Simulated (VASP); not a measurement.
Runs of VASP 6.6.1 on Al2B2As. The structure is that of space group P4/mmm (No. 123), or close to it. The cells are those of the table. 

| task | cell | k mesh | cutoff (eV) | gap on the mesh (eV) | pressure (GPa) | relaxed volume (Å³/atom) | largest force (eV/Å) |
| --- | --- | --- | --- | --- | --- | --- | --- |
| relaxation of cell and atoms | relaxed from a = 2.772, b = 2.772, c = 8.931 Å, 5 atoms | 14 × 14 × 4 | 600 | none | 0.1 | 13.72 | 0.01 |
| single point | a = 3.486, b = 3.486, c = 6.659 Å, 5 atoms | 6 × 6 × 4 | 520 | none | (a) | - | (b) |
| single point | a = 2.745, b = 2.745, c = 9.113 Å, 5 atoms | 14 × 14 × 4 | 520 | none | 0.0 | - | - |
| single point | a = 2.772, b = 2.772, c = 8.931 Å, 5 atoms | 6 × 6 × 4 | 520 | none | -0.3 | - | - |
| relaxation of cell and atoms | relaxed from a = 3.486, b = 3.486, c = 6.659 Å, 5 atoms | 6 × 6 × 4 | 600 | none | 0.0 | 13.67 | 0.02 |

Alike in all rows: level PBE; potentials or basis VASP PAW PBE potentials, release 64 (Al, B, As); no spin polarisation; smearing gaussian 0.1 eV.

Problem. Estimate the missing entries.

Solution. (a) -5.0; (b) 2.89.

Caveats: some runs use coarse meshes; forces of over 1 eV/Å act on the atoms, so gaps and moduli don't describe the material at rest (some runs); the volume moved by over 15 % at a fixed basis, so the end points are rough (some runs).

A k mesh can miss the band edges, and the runs leave out spin-orbit coupling on As.

A gap of «none» marks levels without a gap at the run's occupations.
